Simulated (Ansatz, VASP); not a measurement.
**Two plane-wave programs on BaPCl**

Contents of INCAR:

```
PREC     = Accurate       # precision mode
ENCUT    = 520            # plane-wave cutoff, eV
EDIFF    = 1E-6           # SCF threshold, eV
ISMEAR   = -1             # smearing method
SIGMA    = 0.0257         # smearing width, eV
LREAL    = False          # projectors in reciprocal space
LASPH    = True           # aspherical terms in the spheres
NELM     = 60             # most SCF steps
ALGO     = Normal         # electronic algorithm
ISIF     = 2              # what is computed and relaxed
LWAVE    = False          # write WAVECAR
LCHARG   = True           # write CHGCAR
GGA      = PE             # functional
LELF     = True           # ELF
LVHAR    = True         
NBANDS   = 31             # bands
```

File KPOINTS:

```
regular mesh
0
Gamma
  7 7 5
```

POSCAR

```
BaPCl
1.0
    4.6076440000      0.0000000000      0.0000000000
    0.0000000000      4.6076440000      0.0000000000
    0.0000000000      0.0000000000      7.6054750000
Ba P Cl
2 2 2
Direct
    0.2500000000      0.2500000000      0.1911000000
    0.7500000000      0.7500000000      0.8089000000
    0.2500000000      0.2500000000      0.6497000000
    0.7500000000      0.7500000000      0.3503000000
    0.7500000000      0.2500000000      0.0000000000
    0.2500000000      0.7500000000      0.0000000000
```

Input for Ansatz:

```yaml
crystal:
  lattice:
    - [4.607644, 0.0, 0.0]
    - [0.0, 4.607644, 0.0]
    - [0.0, 0.0, 7.605475]
  atoms:
    - { symbol: Ba, position: [0.25, 0.25, 0.1911] }
    - { symbol: Ba, position: [0.75, 0.75, 0.8089] }
    - { symbol: P, position: [0.25, 0.25, 0.6497] }
    - { symbol: P, position: [0.75, 0.75, 0.3503] }
    - { symbol: Cl, position: [0.75, 0.25, 0.0] }
    - { symbol: Cl, position: [0.25, 0.75, 0.0] }
  symmetry: { tolerance: 0.0003 }
kpoints:
  mp_grid: { grid: [7, 7, 5], shift: [0, 0, 0] }
  band_path:
    path:
      - [0.0, 0.0, 0.0]
      - [0.0, 0.5, 0.0]
      - [0.5, 0.5, 0.0]
      - [0.0, 0.0, 0.0]
      - [0.0, 0.0, 0.5]
      - [0.0, 0.5, 0.5]
      - [0.5, 0.5, 0.5]
      - [0.0, 0.0, 0.5]
      - [0.0, 0.5, 0.0]
      - [0.0, 0.5, 0.5]
      - [0.5, 0.5, 0.0]
    npoints: 6
magnetization:
  spin_polarized: false
scf:
  occupations: { method: fermi_dirac, width: 0.0257 }
  lower_state_search: "off"
  max_iter: 200
hamiltonian:
  pseudopotentials: { kind: paw }
  xc: pbe
basis:
  ecutwfc: 420
  fft_grid_basis: typed
output:
  forces: true
  stress: true
  eigenvalues: true
  bader: true
  populations: true
  elf: true
  write_potential: true
  volumetric_format: npy
  dos:
    e_range: [-12, 8]
    de: 0.05
    projected: { site_lists: { Ba: [Ba], Cl: [Cl], P: [P] } }
checkpoint:
  read: saved_state
```

Alike in both runs: task single point; functional PBE; k mesh 7 × 7 × 5; occupations fermi-dirac, width 0.0257 eV; no spin polarisation.

|  | VASP | Ansatz |
| --- | --- | --- |
| version | VASP 6.6.1 | Ansatz 0.2.0 |
| potentials or method | VASP PAW PBE potentials, release 64 (Ba_sv, P, Cl), cutoff 520 eV | PAW plane waves |
| valence electrons in the cell | 44 | 44 |

```csv
,VASP,Ansatz,Ansatz less VASP
pressure (GPa),13.5,12.2,-1.34
"traceless stress, the component that is largest in VASP (GPa)",-2.27,-2.06,+0.212
rms of the force components (eV/Å),1.509,1.412,-0.0969
```

Atom by atom the forces differ by 0.100 eV/Å (rms over components).

Spin-orbit coupling is off throughout.
